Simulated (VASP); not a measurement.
A run of VASP 6.6.1 is set up as follows.

Contents of INCAR:

```
SYSTEM = Sb
PREC = Accurate ; ENCUT = 520
EDIFF = 1E-8 ; ISMEAR = -1
SIGMA = 0.05 ; LREAL = .False.
LASPH = .True. ; NELM = 100
ALGO = Normal ; ISIF = 2
LWAVE = .False. ; LCHARG = .False.
GGA = PE ; LEFG = .True.
NBANDS = 8
```

The input KPOINTS:

```
Automatic mesh
0
Gamma
  13 13 13
  0 0 0
```

Contents of POSCAR:

```
Sb
1.0
    3.1600000000      0.0000000000      0.0000000000
    0.0000000000      3.1600000000      0.0000000000
    0.0000000000      0.0000000000      3.1600000000
Sb
1
Direct
    0.0000000000      0.0000000000      0.0000000000
```

Potentials or basis: VASP PAW PBE potentials, release 64 (Sb).

Command:

```bash
$ cat potpaw_PBE.64/Sb/POTCAR > POTCAR
$ mpirun -np 1 vasp_std > vasp.out
```

Task: Estimate the pressure.

Result: -2.5 GPa.

Caveat: without QUAD_EFG the Cq values of the log hold for a quadrupole moment of 1 mb, not for the nuclei.
